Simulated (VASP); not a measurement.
# Zn (P6_3/mmc) in VASP: a series of runs

Zn is run at these levels: PBE; tasks: single point.

Program: VASP 6.6.1. These are calculated values, not measurements. Logs are shortened: lines on timing, memory, paths and dates and some standing lists are left out, and cuts for length are marked.

### Step 1. The cell of the first run

It takes space group P6_3/mmc (No. 194, hexagonal). Conventional cell: a = 2.878 Å, b = 2.878 Å, c = 4.749 Å, α = 90.00°, β = 90.00°, γ = 120.00°. Within 3.8 Å of Zn (site symmetry -6m2) lie 12 Zn at 2.88 to 2.90 Å.

### Step 2. Single point, PBE (strain +0.080 along x and y, -0.040 along z)

Input file INCAR:

```
ALGO = Fast ; EDIFF = 1E-7
ENCUT = 520 ; GGA = PE
ISIF = 2 ; ISMEAR = 0
LASPH = True ; LCHARG = False
LREAL = False ; LWAVE = False
NBANDS = 19 ; NELM = 100
PREC = Accurate ; SIGMA = 0.15
```

Input file KPOINTS:

```
k-points
0
Gamma
  24 24 10
```

Input file POSCAR:

```
Zn
1.0
    2.8779818974      0.0000000000      0.0000000000
   -1.4389909487      2.4924054348      0.0000000000
    0.0000000000      0.0000000000      4.7488320000
Zn
2
Direct
    0.3333333333      0.6666666667      0.2500000000
    0.6666666667      0.3333333333      0.7500000000
```

Potentials or basis: VASP PAW PBE potentials, release 64 (Zn).

On the command line:

```sh
$ cat potpaw_PBE.64/Zn/POTCAR > POTCAR
$ mpirun -np 1 vasp_std > vasp.out
```

OUTCAR:

```text
EDIFF = 1E-7
   ENCUT = 520
   GGA = PE
   ISIF = 2
   ISMEAR = 0
   LASPH = True
   LREAL = False
   NELM = 100
   PREC = Accurate

 ion  position               nearest neighbor table
   1  0.333  0.667  0.250-   2 2.90   2 2.90   2 2.90   2 2.90   2 2.90   2 2.90
   2  0.667  0.333  0.750-   1 2.90   1 2.90   1 2.90   1 2.90   1 2.90   1 2.90

  LATTYP: Found a hexagonal cell.
 ALAT       =     2.8779818974
 C/A-ratio  =     1.6500562440

  Lattice vectors:

 A1 = (   2.8779818974,   0.0000000000,   0.0000000000)
 A2 = (  -1.4389909487,   2.4924054348,   0.0000000000)
 A3 = (   0.0000000000,   0.0000000000,   4.7488320000)

Analysis of symmetry for initial positions (statically):
=====================================================================
 Subroutine PRICEL returns:
 Original cell was already a primitive cell.

 Routine SETGRP: Setting up the symmetry group for a
 hexagonal supercell.

 Subroutine GETGRP returns: Found 24 space group operations
 (whereof 12 operations were pure point group operations)
 out of a pool of 24 trial point group operations.

The static configuration has the point symmetry D_3d.
 The point group associated with its full space group is D_6h.

Analysis of symmetry for dynamics (positions and initial velocities):
=====================================================================
 Subroutine PRICEL returns:
 Original cell was already a primitive cell.

 Routine SETGRP: Setting up the symmetry group for a
 hexagonal supercell.

 Subroutine GETGRP returns: Found 24 space group operations
 (whereof 12 operations were pure point group operations)
 out of a pool of 24 trial point group operations.

The dynamic configuration has the point symmetry D_3d.
 The point group associated with its full space group is D_6h.

 Subroutine INISYM returns: Found 24 space group operations
 (whereof 12 operations are pure point group operations),
 and found     1 'primitive' translations

----------------------------------------------------------------------------------------

                                     Primitive cell

  volume of cell :      34.0638

  direct lattice vectors                    reciprocal lattice vectors
     2.877981897  0.000000000  0.000000000     0.347465702  0.200609417  0.000000000
    -1.438990949  2.492405435  0.000000000     0.000000000  0.401218833  0.000000000
     0.000000000  0.000000000  4.748832000     0.000000000  0.000000000  0.210578096

  length of vectors
     2.877981897  2.877981897  4.748832000     0.401218833  0.401218833  0.210578096

  position of ions in fractional coordinates (direct lattice)
     0.333333333  0.666666667  0.250000000
     0.666666667  0.333333333  0.750000000

  ion indices of the primitive-cell ions
   primitive index   ion index
                 1           1
                 2           2

----------------------------------------------------------------------------------------

 KPOINTS: k-points

Automatic generation of k-mesh.
 Grid dimensions read from file:
 generate k-points for:   24   24   10

 Generating k-lattice:

  Cartesian coordinates                     Fractional coordinates (reciprocal lattice)
     0.014477738  0.008358726  0.000000000     0.041666667  0.000000000  0.000000000
     0.000000000  0.016717451  0.000000000     0.000000000  0.041666667  0.000000000
     0.000000000  0.000000000  0.021057810     0.000000000  0.000000000  0.100000000

  Length of vectors
     0.016717451  0.016717451  0.021057810

  Shift w.r.t. Gamma in fractional coordinates (k-lattice)
     0.000000000  0.000000000  0.000000000

 Subroutine IBZKPT returns following result:
 ===========================================

 Found    366 irreducible k-points:

 Following reciprocal coordinates:
            Coordinates               Weight
  0.000000  0.000000  0.000000      1.000000
  0.041667 -0.000000  0.000000      6.000000
  0.083333  0.000000  0.000000      6.000000
  0.125000 -0.000000  0.000000      6.000000
  0.166667  0.000000  0.000000      6.000000
  0.208333 -0.000000  0.000000      6.000000
[... 16 lines left out ...]
  0.416667  0.041667  0.000000     12.000000
  0.458333  0.041667  0.000000     12.000000
 [... further k-points ...]
   k-points           NKPTS =    366   k-points in BZ     NKDIM =    366   number of bands    NBANDS=     19
   number of dos      NEDOS =    301   number of ions     NIONS =      2
   total plane-waves  NPLWV =  20736
   dimension x,y,z NGX =    24 NGY =   24 NGZ =   36
   dimension x,y,z NGXF=    48 NGYF=   48 NGZF=   72
   ions per type =               2
   NGX,Y,Z   is equivalent  to a cutoff of  13.86, 13.86, 12.60 a.u.
   NGXF,Y,Z  is equivalent  to a cutoff of  27.73, 27.73, 25.21 a.u.
 SYSTEM =  unknown system
   PREC   = accura    normal or accurate (medium, high low for compatibility)
   ISTART =      0    job   : 0-new  1-cont  2-samecut
   ICHARG =      2    charge: 1-file 2-atom 10-const
   ISPIN  =      1    spin polarized calculation?
   LNONCOLLINEAR =      F non collinear calculations
   LSORBIT =      F    spin-orbit coupling
   LASPH  =      T    aspherical Exc in radial PAW
   ENCUT  =  520.0 eV  38.22 Ry    6.18 a.u.   5.35  5.35  8.83*2*pi/ulx,y,z
   NELM   =    100;   NELMIN=  2; NELMDL= -5     # of ELM steps
   EDIFF  = 0.1E-06   stopping-criterion for ELM
   LREAL  =      F    real-space projection
   EDIFFG = 0.1E-05   stopping-criterion for IOM
   NSW    =      0    number of steps for IOM
   IBRION =     -1    ionic relax: 0-MD 1-quasi-New 2-CG
   NFREE  =      0    steps in history (QN), initial steepest desc. (CG)
   ISIF   =      2    stress and relaxation
   ISYM   =      2    0-nonsym 1-usesym 2-fastsym
   POTIM  = 0.5000    time-step for ionic-motion
   TEBEG  =    0.0;   TEEND  =   0.0 temperature during run
   PSTRESS=    0.0 pullay stress
   NELECT =      24.0000    total number of electrons
   NUPDOWN=      -1.0000    fix difference up-down
   EMIN   =  10.00;   EMAX   =-10.00  energy-range for DOS
   EFERMI =   0.00;   METHOD = LEGACY
   ISMEAR =     0;   SIGMA  =   0.15  broadening in eV -4-tet -1-fermi 0-gaus
   EFERMI_NEDOS =   21; number of points for ismear=-14 and -15
   IALGO  =     68    algorithm
   IMIX   =      4    mixing-type and parameters
     AMIX     =   0.40;   BMIX     =  1.00
     AMIX_MAG =   1.60;   BMIX_MAG =  1.00
  volume/ion in A,a.u.               =      17.03       114.94
  Fermi-wavevector in a.u.,A,eV,Ry     =   1.456736  2.752831 28.872631  2.122079
  Thomas-Fermi vector in A             =   2.573619
   LORBIT       =      0    0 simple, 1 ext, 2 COOP (PROOUT), +10 PAW based schemes
   GGA     = PE    functional components
   LHFCALC =     F    Hartree Fock is set to
   AEXX    =    0.0000 exact exchange contribution
   IVDW    =     0    specifies the selected vdW correction
   LEPSILON=     F    determine dielectric tensor
   LRPA    =     F    only Hartree local field effects (RPA)
 non-spin polarized calculation
 RMM-DIIS sequential band-by-band and
 Gauss-broadening in eV      SIGMA  =   0.15
  energy-cutoff  :      520.00
  volume of cell :       34.06
 maximum number of plane-waves:       936
 NGX is ok and might be reduce to    24
   NGX = 11   NGY = 11   NGZ = 17

 number of electron      24.0000032 magnetization

 Free energy of the ion-electron system (eV)
  ---------------------------------------------------
  ext. energy  EPLUGINS =         0.00000000
  ---------------------------------------------------
  free energy    TOTEN  =        -2.10008971 eV

  energy without entropy =       -2.09273831  energy(sigma->0) =       -2.09641401

 E-fermi :   2.3778     XC(G=0): -10.9862

 val. band max:        2.3770993321   @ k =   0.2917   0.2083   0.2000
 cond. band min:       2.3925507380   @ k =   0.3750   0.0417   0.1000
 fundamental gap:      0.0154514059
 Fermi energy:         2.3778127117

 k-point     1 :       0.0000    0.0000    0.0000
  band No.  band energies     occupation
      1      -7.1673      2.00000
      2      -5.6166      2.00000
      3      -5.0696      2.00000
      4      -5.0194      2.00000
      5      -5.0194      2.00000
      6      -4.9541      2.00000
[... 11 lines left out ...]
     18      18.8259      0.00000
     19      18.9871      0.00000

 k-point     2 :       0.0417   -0.0000    0.0000
  band No.  band energies     occupation
      1      -7.1240      2.00000
      2      -5.6038      2.00000
      3      -5.0756      2.00000
      4      -5.0133      2.00000
      5      -5.0111      2.00000
      6      -4.9569      2.00000
[... 11 lines left out ...]
     18      18.8399      0.00000
     19      19.7719      0.00000

 k-point     3 :       0.0833    0.0000    0.0000
  band No.  band energies     occupation
      1      -6.9948      2.00000
      2      -5.5675      2.00000
      3      -5.0910      2.00000
      4      -4.9980      2.00000
      5      -4.9866      2.00000
      6      -4.9627      2.00000
[... 11 lines left out ...]
     18      19.1706      0.00000
     19      19.7826      0.00000

 k-point     4 :       0.1250   -0.0000    0.0000
  band No.  band energies     occupation
      1      -6.7829      2.00000
      2      -5.5146      2.00000
      3      -5.1106      2.00000
      4      -4.9905      2.00000
      5      -4.9517      2.00000
      6      -4.9473      2.00000
[... 11 lines left out ...]
     18      18.4648      0.00000
     19      19.4762      0.00000

 k-point     5 :       0.1667    0.0000    0.0000
  band No.  band energies     occupation
      1      -6.4964      2.00000
      2      -5.4581      2.00000
      3      -5.1254      2.00000
      4      -4.9988      2.00000
      5      -4.9610      2.00000
      6      -4.9079      2.00000
[... 11 lines left out ...]
     18      17.3207      0.00000
     19      19.1932      0.00000

 k-point     6 :       0.2083   -0.0000    0.0000
  band No.  band energies     occupation
      1      -6.1557      2.00000
      2      -5.4179      2.00000
      3      -5.1179      2.00000
      4      -5.0367      2.00000
      5      -5.0022      2.00000
      6      -4.9233      2.00000
[... 11 lines left out ...]
     18      15.8951      0.00000
     19      18.6527      0.00000

 k-point     7 :       0.2500   -0.0000    0.0000
  band No.  band energies     occupation
      1      -5.8163      2.00000
      2      -5.4097      2.00000
      3      -5.1205      2.00000
      4      -5.0690      2.00000
      5      -4.9872      2.00000
      6      -4.9491      2.00000
[... 11 lines left out ...]
     18      15.2260      0.00000
     19      18.0821      0.00000

 k-point     8 :       0.2917    0.0000    0.0000
  band No.  band energies     occupation
      1      -5.5839      2.00000
      2      -5.4263      2.00000
      3      -5.2020      2.00000
      4      -5.0018      2.00000
      5      -4.9738      2.00000
      6      -4.9309      2.00000
[... 256 lines left out ...]
 k-point    20 :       0.2917    0.0417    0.0000
  band No.  band energies     occupation
      1      -5.5084      2.00000
      2      -5.4289      2.00000
      3      -5.2402      2.00000
      4      -4.9921      2.00000
      5      -4.9809      2.00000
      6      -4.9016      2.00000
[... 11 lines left out ...]
     18      15.3166      0.00000
     19      16.8703      0.00000

 k-point    21 :       0.3333    0.0417    0.0000
  band No.  band energies     occupation
      1      -5.4845      2.00000
      2      -5.4340      2.00000
      3      -5.3052      2.00000
      4      -5.0111      2.00000
      5      -4.9428      2.00000
      6      -4.8975      2.00000
[... 11 lines left out ...]
     18      15.0571      0.00000
     19      16.4772      0.00000

 k-point    22 :       0.3750    0.0417    0.0000
  band No.  band energies     occupation
      1      -5.5057      2.00000
      2      -5.4309      2.00000
      3      -5.3556      2.00000
      4      -5.0260      2.00000
      5      -4.9175      2.00000
      6      -4.9142      2.00000
[... 11 lines left out ...]
     18      14.8646      0.00000
     19      16.1749      0.00000

 k-point    23 :       0.4167    0.0417    0.0000
  band No.  band energies     occupation
      1      -5.5253      2.00000
      2      -5.4340      2.00000
      3      -5.3899      2.00000
      4      -5.0362      2.00000
      5      -4.9314      2.00000
      6      -4.8943      2.00000
[... 11 lines left out ...]
     18      14.7372      0.00000
     19      15.9699      0.00000

 k-point    24 :       0.4583    0.0417    0.0000
  band No.  band energies     occupation
      1      -5.5361      2.00000
      2      -5.4371      2.00000
      3      -5.4072      2.00000
      4      -5.0413      2.00000
      5      -4.9387      2.00000
      6      -4.8841      2.00000
[... 11 lines left out ...]
     18      14.6737      0.00000
     19      15.8663      0.00000

 [... further k-points ...]

------------------------ aborting loop because EDIFF is reached ----------------------------------------

  FORCE on cell =-STRESS in cart. coord.  units (eV):
  Direction    XX          YY          ZZ          XY          YZ          ZX
  --------------------------------------------------------------------------------------
  -------------------------------------------------------------------------------------
  Total       -1.4127318     -1.4127318     -1.0691876      0.0000000      0.0000000      0.0000000
  in kB      -66.4472076    -66.4472076    -50.2887623      0.0000000      0.0000000      0.0000000
  external PRESSURE =     -61.0610592 kB  Pullay stress =       0.0000000 kB

 VOLUME and BASIS-vectors are now :
 -----------------------------------------------------------------------------
  energy-cutoff  :      520.00
  volume of cell :       34.06
      direct lattice vectors                 reciprocal lattice vectors
     2.877981897  0.000000000  0.000000000     0.347465702  0.200609417  0.000000000
    -1.438990949  2.492405435  0.000000000     0.000000000  0.401218833  0.000000000
     0.000000000  0.000000000  4.748832000     0.000000000  0.000000000  0.210578096

 POSITION                                       TOTAL-FORCE (eV/Angst)
 -----------------------------------------------------------------------------------
     -0.00000      1.66160      1.18721         0.000000     -0.000000     -0.000000
      1.43899      0.83080      3.56162        -0.000000      0.000000      0.000000
 -----------------------------------------------------------------------------------
    total drift:                               -0.000000      0.000000      0.000000

  FREE ENERGIE OF THE ION-ELECTRON SYSTEM (eV)
  ---------------------------------------------------
  free  energy   TOTEN  =        -2.1000897119 eV

  energy  without entropy=       -2.0927383100  energy(sigma->0) =       -2.09641401
```

Wall time 80 s (1 thread of Intel Xeon 6975P-C (Granite Rapids), shared host); peak memory 0.3 GiB.

Results:

```yaml
Free_energy: -2.1001 eV
Pressure: -6.1 GPa
Band_gap_on_the_k_mesh: zero (bands 12 and 13 overlap by 3.34 eV)
```

Caveat: the cell differs from its parent crystal (strain +0.080 along x and y, -0.040 along z); the cell stands under tension.

(Part 1 of 2 ends here.)
